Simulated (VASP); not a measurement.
Here is a VASP 6.6.1 calculation.

File INCAR:

```
SYSTEM = CaO
  ALGO = Normal
  EDIFF = 1E-6
  ENCUT = 600
  GGA = LIBXC
  GGA_COMPAT = .FALSE.
  ISIF = 2
  ISMEAR = -1
  LASPH = .TRUE.
  LCHARG = .FALSE.
  LIBXC1 = GGA_X_B88
  LIBXC2 = GGA_C_PBE
  LREAL = .FALSE.
  LWAVE = .FALSE.
  NBANDS = 15
  NELM = 120
  PREC = Accurate
  SIGMA = 0.05
```

File KPOINTS:

```
k-points
0
G
  10 10 10
  0 0 0
```

Contents of POSCAR:

```
CaO
1.0
    0.0000000000      2.4351850560      2.4351850560
    2.4351850560      0.0000000000      2.4351850560
    2.4351850560      2.4351850560      0.0000000000
Ca O
1 1
Direct
    0.0000000000      0.0000000000      0.0000000000
    0.5000000000      0.5000000000      0.5000000000
```

Potentials or basis: VASP PAW PBE potentials, release 64 (Ca_sv, O).

Run with:

```bash
$ cat potpaw_PBE.64/Ca_sv/POTCAR potpaw_PBE.64/O/POTCAR > POTCAR
$ mpirun -np 1 vasp_std > vasp.out
```

**Question.** What does it give for the band gap on the k mesh?

**Answer.** 3.67 eV (least direct gap 4.05 eV).

**Question.** Estimate the pressure.

**Answer.** -2.2 GPa.

Caveat: the PAW data sets were made with another functional, which shifts forces and pressure a little. A k mesh can miss the band edges.
